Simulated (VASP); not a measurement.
# Br in VASP: further runs

The runs below take Br through single point, with PBE.

Program: VASP 6.6.1. These are calculated values, not measurements. Logs are shortened: lines on timing, memory, paths and dates and some standing lists are left out, and cuts for length are marked.

## 1. The cell of the first run

Symmetry: C2/m, No. 12, monoclinic system. The conventional cell has a = 9.183 Å, b = 3.402 Å, c = 2.617 Å, α = 90.00°, β = 104.83°, γ = 90.00°. Br (site symmetry 2/m) has 4 Br at 2.62 to 3.40 Å within 3.5 Å.

## 2. Single point, PBE (shear of c along a, cell held: +3.0 %)

INCAR reads:

```
ALGO = Normal
EDIFF = 1E-7
ENCUT = 520
GGA = PE
ISIF = 2
ISMEAR = 0
LASPH = T
LCHARG = F
LREAL = F
LWAVE = F
NBANDS = 14
NELM = 100
PREC = Accurate
SIGMA = 0.1
```

KPOINTS reads:

```
k-points
0
Gamma
  16 12 6
```

POSCAR reads:

```
Br
1.0
    2.6171676786      0.0000000000      0.0000000000
    0.0000000000      3.4022432824      0.0000000000
    0.2662998877      0.0000000000      8.8766629238
Br
2
Direct
    0.0000000000      0.0000000000      0.0000000000
    0.5000000000      0.5000000000      0.5000000000
```

Potentials or basis: VASP PAW PBE potentials, release 64 (Br).

On the command line:

```sh
$ cat potpaw_PBE.64/Br/POTCAR > POTCAR
$ mpirun -np 1 vasp_std > vasp.out
```

OUTCAR:

```text
EDIFF = 1E-7
   ENCUT = 520
   GGA = PE
   ISIF = 2
   ISMEAR = 0
   LASPH = T
   LREAL = F
   NELM = 100
   PREC = Accurate

 ion  position               nearest neighbor table
   1  0.000  0.000  0.000-
   2  0.500  0.500  0.500-

  LATTYP: Found a simple monoclinic cell.
 ALAT       =     2.6171676786
 B/A-ratio  =     1.2999714578
 C/A-ratio  =     3.3932317736
 COS(beta)  =    -0.0299865091

  Lattice vectors:

 A1 = (   2.6171676786,   0.0000000000,   0.0000000000)
 A2 = (   0.0000000000,  -3.4022432824,   0.0000000000)
 A3 = (  -0.2662998877,   0.0000000000,  -8.8766629238)

Analysis of symmetry for initial positions (statically):
=====================================================================
 Subroutine PRICEL returns following result:

  LATTYP: Found a base centered monoclinic cell.
 ALAT       =     9.1826861012
 B/A-ratio  =     0.3705063252
 C/A-ratio  =     0.2850111231
 COS(beta)  =    -0.2560109063

  Lattice vectors:

 A1 = (  -1.1754338955,   1.7011216412,   4.4383314619)
 A2 = (  -1.1754338955,  -1.7011216412,   4.4383314619)
 A3 = (   2.6171676786,   0.0000000000,   0.0000000000)

   2 primitive cells build up your supercell.

 Routine SETGRP: Setting up the symmetry group for a
 simple monoclinic supercell.

 Subroutine GETGRP returns: Found  4 space group operations
 (whereof  4 operations were pure point group operations)
 out of a pool of  4 trial point group operations.

The static configuration has the point symmetry C_2h.

Analysis of symmetry for dynamics (positions and initial velocities):
=====================================================================
 Subroutine PRICEL returns following result:

  LATTYP: Found a base centered monoclinic cell.
 ALAT       =     9.1826861012
 B/A-ratio  =     0.3705063252
 C/A-ratio  =     0.2850111231
 COS(beta)  =    -0.2560109063

  Lattice vectors:

 A1 = (  -1.1754338955,   1.7011216412,   4.4383314619)
 A2 = (  -1.1754338955,  -1.7011216412,   4.4383314619)
 A3 = (   2.6171676786,   0.0000000000,   0.0000000000)

   2 primitive cells build up your supercell.

 Routine SETGRP: Setting up the symmetry group for a
 simple monoclinic supercell.

 Subroutine GETGRP returns: Found  4 space group operations
 (whereof  4 operations were pure point group operations)
 out of a pool of  4 trial point group operations.

The dynamic configuration has the point symmetry C_2h.

 Subroutine INISYM returns: Found  4 space group operations
 (whereof  4 operations are pure point group operations),
 and found     2 'primitive' translations

----------------------------------------------------------------------------------------

                                     Primitive cell

  volume of cell :      39.5200

  direct lattice vectors                    reciprocal lattice vectors
    -1.175433895  1.701121641  4.438331462    -0.000000000  0.293923719  0.112654948
    -1.175433895 -1.701121641  4.438331462    -0.000000000 -0.293923719  0.112654948
     2.617167679  0.000000000  0.000000000     0.382092446  0.000000000  0.101192175

  length of vectors
     4.896350258  4.896350258  2.617167679     0.314773395  0.314773395  0.395265093

  position of ions in fractional coordinates (direct lattice)
     0.000000000  0.000000000  0.000000000

  ion indices of the primitive-cell ions
   primitive index   ion index
                 1           1

----------------------------------------------------------------------------------------

 KPOINTS: k-points

Automatic generation of k-mesh.
 Grid dimensions read from file:
 generate k-points for:   16   12    6

 Generating k-lattice:

  Cartesian coordinates                     Fractional coordinates (reciprocal lattice)
     0.023880778  0.000000000 -0.000716423     0.062500000  0.000000000  0.000000000
     0.000000000  0.024493643  0.000000000     0.000000000  0.083333333  0.000000000
     0.000000000  0.000000000  0.018775825     0.000000000  0.000000000  0.166666667

  Length of vectors
     0.023891522  0.024493643  0.018775825

  Shift w.r.t. Gamma in fractional coordinates (k-lattice)
     0.000000000  0.000000000  0.000000000

 Subroutine IBZKPT returns following result:
 ===========================================

 Found    350 irreducible k-points:

 Following reciprocal coordinates:
            Coordinates               Weight
  0.000000  0.000000  0.000000      1.000000
  0.062500  0.000000  0.000000      2.000000
  0.125000  0.000000  0.000000      2.000000
  0.187500  0.000000 -0.000000      2.000000
  0.250000  0.000000  0.000000      2.000000
  0.312500  0.000000  0.000000      2.000000
[... 16 lines left out ...]
  0.250000  0.166667  0.000000      4.000000
  0.312500  0.166667  0.000000      4.000000
 [... further k-points ...]
   k-points           NKPTS =    350   k-points in BZ     NKDIM =    350   number of bands    NBANDS=     14
   number of dos      NEDOS =    301   number of ions     NIONS =      2
   total plane-waves  NPLWV =  39200
   dimension x,y,z NGX =    20 NGY =   28 NGZ =   70
   dimension x,y,z NGXF=    40 NGYF=   56 NGZF=  140
   ions per type =               2
   NGX,Y,Z   is equivalent  to a cutoff of  12.70, 13.68, 13.10 a.u.
   NGXF,Y,Z  is equivalent  to a cutoff of  25.41, 27.36, 26.21 a.u.
 SYSTEM =  unknown system
   PREC   = accura    normal or accurate (medium, high low for compatibility)
   ISTART =      0    job   : 0-new  1-cont  2-samecut
   ICHARG =      2    charge: 1-file 2-atom 10-const
   ISPIN  =      1    spin polarized calculation?
   LNONCOLLINEAR =      F non collinear calculations
   LSORBIT =      F    spin-orbit coupling
   LASPH  =      T    aspherical Exc in radial PAW
   ENCUT  =  520.0 eV  38.22 Ry    6.18 a.u.   4.87  6.33 16.51*2*pi/ulx,y,z
   NELM   =    100;   NELMIN=  2; NELMDL= -5     # of ELM steps
   EDIFF  = 0.1E-06   stopping-criterion for ELM
   LREAL  =      F    real-space projection
   EDIFFG = 0.1E-05   stopping-criterion for IOM
   NSW    =      0    number of steps for IOM
   IBRION =     -1    ionic relax: 0-MD 1-quasi-New 2-CG
   NFREE  =      0    steps in history (QN), initial steepest desc. (CG)
   ISIF   =      2    stress and relaxation
   ISYM   =      2    0-nonsym 1-usesym 2-fastsym
   POTIM  = 0.5000    time-step for ionic-motion
   TEBEG  =    0.0;   TEEND  =   0.0 temperature during run
   PSTRESS=    0.0 pullay stress
   NELECT =      14.0000    total number of electrons
   NUPDOWN=      -1.0000    fix difference up-down
   EMIN   =  10.00;   EMAX   =-10.00  energy-range for DOS
   EFERMI =   0.00;   METHOD = LEGACY
   ISMEAR =     0;   SIGMA  =   0.10  broadening in eV -4-tet -1-fermi 0-gaus
   EFERMI_NEDOS =   21; number of points for ismear=-14 and -15
   IALGO  =     38    algorithm
   IMIX   =      4    mixing-type and parameters
     AMIX     =   0.40;   BMIX     =  1.00
     AMIX_MAG =   1.60;   BMIX_MAG =  1.00
  volume/ion in A,a.u.               =      39.52       266.69
  Fermi-wavevector in a.u.,A,eV,Ry     =   0.919395  1.737404 11.500821  0.845286
  Thomas-Fermi vector in A             =   2.044584
   LORBIT       =      0    0 simple, 1 ext, 2 COOP (PROOUT), +10 PAW based schemes
   GGA     = PE    functional components
   LHFCALC =     F    Hartree Fock is set to
   AEXX    =    0.0000 exact exchange contribution
   IVDW    =     0    specifies the selected vdW correction
   LEPSILON=     F    determine dielectric tensor
   LRPA    =     F    only Hartree local field effects (RPA)
 non-spin polarized calculation
 Gauss-broadening in eV      SIGMA  =   0.10
  energy-cutoff  :      520.00
  volume of cell :       79.04
 maximum number of plane-waves:      2162
   NGX =  9   NGY = 13   NGZ = 33

 number of electron      14.0000001 magnetization

 Free energy of the ion-electron system (eV)
  ---------------------------------------------------
  ext. energy  EPLUGINS =         0.00000000
  ---------------------------------------------------
  free energy    TOTEN  =        -3.03094419 eV

  energy without entropy =       -3.01986962  energy(sigma->0) =       -3.02540690

 E-fermi :  -1.2031     XC(G=0):  -7.0903

 val. band max:       -1.2242114288   @ k =   0.5000   0.5000   0.0000
 cond. band min:      -1.1953502771   @ k =  -0.1875   0.2500   0.1667
 fundamental gap:      0.0288611517
 Fermi energy:        -1.2030626231

 k-point     1 :       0.0000    0.0000    0.0000
  band No.  band energies     occupation
      1     -16.7134      2.00000
      2     -16.6819      2.00000
      3      -4.2629      2.00000
      4      -3.6250      2.00000
      5      -2.2389      2.00000
      6      -2.2017      2.00000
      7       2.3315      0.00000
      8       2.3455      0.00000
      9       3.8987      0.00000
     10       6.4297      0.00000
     11       7.3817      0.00000
     12       7.5932      0.00000
     13      10.8924      0.00000
     14      11.2593      0.00000

 k-point     2 :       0.0625    0.0000    0.0000
  band No.  band energies     occupation
      1     -16.6460      2.00000
      2     -16.6147      2.00000
      3      -4.1968      2.00000
      4      -3.5640      2.00000
      5      -2.1829      2.00000
      6      -2.1461      2.00000
      7       1.7245      0.00000
      8       1.7391      0.00000
      9       3.9847      0.00000
     10       6.5103      0.00000
     11       7.4623      0.00000
     12       7.6408      0.00000
     13      11.1349      0.00000
     14      11.9795      0.00000
[... 343 lines left out ...]
      1     -15.5953      2.00000
      2     -15.5704      2.00000
      3      -3.1213      2.00000
      4      -2.9429      2.00000
      5      -2.9260      2.00000
      6      -2.6377      2.00000
      7      -2.2822      2.00000
      8      -2.2613      2.00000
      9       5.7867      0.00000
     10       7.8839      0.00000
     11       9.0087      0.00000
     12       9.8259      0.00000
     13      10.3201      0.00000
     14      11.0711      0.00000

 k-point    24 :       0.3125    0.1667    0.0000
  band No.  band energies     occupation
      1     -15.0922      2.00000
      2     -15.0700      2.00000
      3      -4.4570      2.00000
      4      -4.4399      2.00000
      5      -2.6466      2.00000
      6      -2.2295      2.00000
      7      -1.8726      2.00000
      8      -1.8550      2.00000
      9       6.4801      0.00000
     10       7.8466      0.00000
     11       9.2309      0.00000
     12       9.3276      0.00000
     13      10.0465      0.00000
     14      11.2277      0.00000

 [... further k-points ...]

------------------------ aborting loop because EDIFF is reached ----------------------------------------

  FORCE on cell =-STRESS in cart. coord.  units (eV):
  Direction    XX          YY          ZZ          XY          YZ          ZX
  --------------------------------------------------------------------------------------
  -------------------------------------------------------------------------------------
  Total       -0.4021661      0.2241663     -0.0013599      0.0000000      0.0000000     -0.0020240
  in kB       -8.1520986      4.5439570     -0.0275668      0.0000000      0.0000000     -0.0410275
  external PRESSURE =      -1.2119028 kB  Pullay stress =       0.0000000 kB

 VOLUME and BASIS-vectors are now :
 -----------------------------------------------------------------------------
  energy-cutoff  :      520.00
  volume of cell :       79.04
      direct lattice vectors                 reciprocal lattice vectors
     2.617167679  0.000000000  0.000000000     0.382092446  0.000000000 -0.011462773
     0.000000000  3.402243282  0.000000000     0.000000000  0.293923719  0.000000000
     0.266299888  0.000000000  8.876662924     0.000000000  0.000000000  0.112654948

 POSITION                                       TOTAL-FORCE (eV/Angst)
 -----------------------------------------------------------------------------------
      0.00000      0.00000      0.00000        -0.000000      0.000000      0.000000
      1.44173      1.70112      4.43833         0.000000     -0.000000      0.000000
 -----------------------------------------------------------------------------------
    total drift:                                0.000000      0.000000      0.000000

  FREE ENERGIE OF THE ION-ELECTRON SYSTEM (eV)
  ---------------------------------------------------
  free  energy   TOTEN  =        -3.0309441857 eV

  energy  without entropy=       -3.0198696160  energy(sigma->0) =       -3.02540690
```

Run time: 2 min. Hardware: 1 thread of Intel Xeon 6975P-C (Granite Rapids), shared host; peak memory 0.42 GiB.

What came out:

```
Free energy            : -3.0309 eV
Pressure               : -0.1 GPa
Band gap on the k mesh : zero (bands 7 and 8 overlap by 5.28 eV)
```

Caveat: the cell differs from its parent crystal (shear of c along a, cell held: +3.0 %); this functional lacks dispersion, which binds layers or chains, so the pressure and a relaxed spacing across them are unreliable.

## 3. Single point, PBE (shear of c along a, cell held: +1.0 %)

INCAR reads:

```
  ALGO = Normal
  EDIFF = 1E-7
  ENCUT = 520
  GGA = PE
  ISIF = 2
  ISMEAR = 0
  LASPH = T
  LCHARG = F
  LREAL = F
  LWAVE = F
  NBANDS = 14
  NELM = 100
  PREC = Accurate
  SIGMA = 0.1
```

KPOINTS is that of step 2.

POSCAR: that of step 2 with these lines changed.

```diff
@@ -4,3 +4,3 @@
     0.0000000000      3.4022432824      0.0000000000
-    0.2662998877      0.0000000000      8.8766629238
+    0.0887666292      0.0000000000      8.8766629238
 Br
```

Potentials or basis: VASP PAW PBE potentials, release 64 (Br).

On the command line:

```sh
$ cat potpaw_PBE.64/Br/POTCAR > POTCAR
$ mpirun -np 1 vasp_std > vasp.out
```

Wall time 2 min (1 thread of Intel Xeon 6975P-C (Granite Rapids), shared host); peak memory 0.42 GiB.

It converged, with:

```yaml
Free_energy: -3.0310 eV
Pressure: -0.1 GPa
Band_gap_on_the_k_mesh: zero (bands 7 and 8 overlap by 5.29 eV)
```

Stress tensor (GPa, compression positive):
```
-0.82  0.00  0.00
 0.00  0.45  0.00
 0.00  0.00  0.00
```

Levels at points of the mesh, in eV from the Fermi level:
```
           k point  band 4  band 5  band 6  band 7  band 8  band 9
(0.00, 0.00, 0.00)   -2.42   -1.04   -1.00    3.53    3.55    5.10
(0.50, 0.00, 0.00)   -5.78   -0.45   -0.45    0.86    0.86    7.94
(0.00, 0.50, 0.00)   -3.95   -2.17   -2.17    3.77    3.77    7.31
(0.50, 0.50, 0.00)   -5.36   -1.56   -1.56   -0.02   -0.02    6.74
(0.00, 0.00, 0.50)   -2.76   -1.02   -1.02    3.54    3.54    6.30
(0.50, 0.00, 0.50)   -5.78   -0.45   -0.43    0.86    0.86    7.67
(0.00, 0.50, 0.50)   -3.96   -2.16   -2.16    3.77    3.77    6.74
(0.50, 0.50, 0.50)   -5.36   -1.56   -1.56   -0.02   -0.02    6.76
```

Caveat: the cell differs from its parent crystal (shear of c along a, cell held: +1.0 %); this functional lacks dispersion, which binds layers or chains, so the pressure and a relaxed spacing across them are unreliable.

## 4. Single point, PBE

This run uses another cell than the first one: it holds 1 atom, not 2.

INCAR reads:

```
ALGO = Normal
EDIFF = 1E-6
ENCUT = 520
GGA = PE
ISIF = 2
ISMEAR = 0
LASPH = True
LCHARG = False
LREAL = False
LWAVE = False
NBANDS = 10
NELM = 100
PREC = Accurate
SIGMA = 0.1
```

KPOINTS reads:

```
k-points
0
Gamma
  20 20 20
```

POSCAR reads:

```
Br
1.0
   -1.3085838395      1.7011216392      4.4383314477
    1.3085838395     -1.7011216392      4.4383314477
    1.3085838395      1.7011216392     -4.4383314477
Br
1
Direct
    0.0000000000      0.0000000000      0.0000000000
```

Potentials or basis: VASP PAW PBE potentials, release 64 (Br).

On the command line:

```sh
$ cat potpaw_PBE.64/Br/POTCAR > POTCAR
$ mpirun -np 1 vasp_std > vasp.out
```

OUTCAR:

```text
EDIFF = 1E-6
   ENCUT = 520
   GGA = PE
   ISIF = 2
   ISMEAR = 0
   LASPH = True
   LREAL = False
   NELM = 100
   PREC = Accurate

 ion  position               nearest neighbor table
   1  0.000  0.000  0.000-

  LATTYP: Found a body centered orthorhombic cell.
 ALAT       =     2.6171676790
 B/A-ratio  =     1.2999714561
 C/A-ratio  =     3.3917058378

  Lattice vectors:

 A1 = (  -1.3085838395,   1.7011216392,   4.4383314477)
 A2 = (   1.3085838395,  -1.7011216392,   4.4383314477)
 A3 = (   1.3085838395,   1.7011216392,  -4.4383314477)

Analysis of symmetry for initial positions (statically):
=====================================================================
 Subroutine PRICEL returns:
 Original cell was already a primitive cell.

 Routine SETGRP: Setting up the symmetry group for a
 body centered orthorhombic supercell.

 Subroutine GETGRP returns: Found  8 space group operations
 (whereof  8 operations were pure point group operations)
 out of a pool of  8 trial point group operations.

The static configuration has the point symmetry D_2h.

Analysis of symmetry for dynamics (positions and initial velocities):
[... 165 lines left out ...]
 k-point     1 :       0.0000    0.0000    0.0000
  band No.  band energies     occupation
      1     -16.6871      2.00000
      2      -3.6218      2.00000
      3      -2.1941      2.00000
      4       2.3949      0.00000
      5       3.8937      0.00000
      6       7.3783      0.00000
      7      11.3018      0.00000
      8      11.9475      0.00000
      9      12.9972      0.00000
     10      18.4985      0.00000
[... 287 lines left out ...]
 k-point    24 :      -0.4000    0.0500    0.0000
  band No.  band energies     occupation
      1     -16.2599      2.00000
      2      -4.8960      2.00000
      3      -3.3340      2.00000
      4       2.2149      0.00000
      5       5.7096      0.00000
      6       8.0825      0.00000
      7      11.7073      0.00000
      8      12.4322      0.00000
      9      14.3948      0.00000
     10      17.4917      0.00000

 [... further k-points ...]

------------------------ aborting loop because EDIFF is reached ----------------------------------------

  FORCE on cell =-STRESS in cart. coord.  units (eV):
  Direction    XX          YY          ZZ          XY          YZ          ZX
  --------------------------------------------------------------------------------------
  -------------------------------------------------------------------------------------
  Total        0.0010472     -0.0034989     -0.0006458      0.0000000      0.0000000      0.0000000
  in kB        0.0424555     -0.1418479     -0.0261808      0.0000000      0.0000000      0.0000000
  external PRESSURE =      -0.0418577 kB  Pullay stress =       0.0000000 kB

 VOLUME and BASIS-vectors are now :
 -----------------------------------------------------------------------------
  energy-cutoff  :      520.00
  volume of cell :       39.52
      direct lattice vectors                 reciprocal lattice vectors
    -1.308583840  1.701121639  4.438331448     0.000000000  0.293923720  0.112654948
     1.308583840 -1.701121639  4.438331448     0.382092446  0.000000000  0.112654948
     1.308583840  1.701121639 -4.438331448     0.382092446  0.293923720  0.000000000

 POSITION                                       TOTAL-FORCE (eV/Angst)
 -----------------------------------------------------------------------------------
      0.00000      0.00000      0.00000        -0.000000      0.000000      0.000000
 -----------------------------------------------------------------------------------
    total drift:                               -0.000000      0.000000     -0.000000

  FREE ENERGIE OF THE ION-ELECTRON SYSTEM (eV)
  ---------------------------------------------------
  free  energy   TOTEN  =        -1.5341752545 eV

  energy  without entropy=       -1.5291375365  energy(sigma->0) =       -1.53165640
```

It took 14 min on 1 thread of AMD EPYC 7R43 (Zen 3), shared host; peak memory 0.54 GiB.

Results:

```
Free energy            : -1.5342 eV
Pressure               : 0.0 GPa
Band gap on the k mesh : zero (an odd number of electrons rules out a gap without spin polarisation)
```

Caveat: an odd number of electrons without spin polarisation forces a metal; a magnetic or distorted state may lie lower.

## 5. The runs side by side

| cell | k mesh | gap on the mesh (eV) | pressure (GPa) |
| --- | --- | --- | --- |
| a = 2.617, b = 3.402, c = 8.881 Å, angles 90.0, 88.3, 90.0°, 2 atoms, atomic positions A | 16 × 12 × 6 | none | -0.1 |
| a = 2.617, b = 3.402, c = 8.877 Å, angles 90.0, 89.4, 90.0°, 2 atoms, atomic positions A | 16 × 12 × 6 | none | -0.1 |
| a = 4.930 Å, angles 149.2, 139.6, 51.6°, 1 atom, atomic positions B | 20 × 20 × 20 | none | 0.0 |

Alike in all rows: task single point; level PBE; potentials or basis VASP PAW PBE potentials, release 64 (Br); no spin polarisation; cutoff (eV) 520; smearing gaussian 0.1 eV.

Caveats: this functional lacks dispersion, which binds layers or chains, so the pressure and a relaxed spacing across them are unreliable (at least some runs); an odd number of electrons without spin polarisation forces a metal (at least some runs); a magnetic or distorted state may lie lower (at least some runs).

Total energies depend on the potentials used, so only differences within one code and one set of settings carry meaning.

The gap in the log of VASP goes by the Fermi energy; the results here count the filled bands.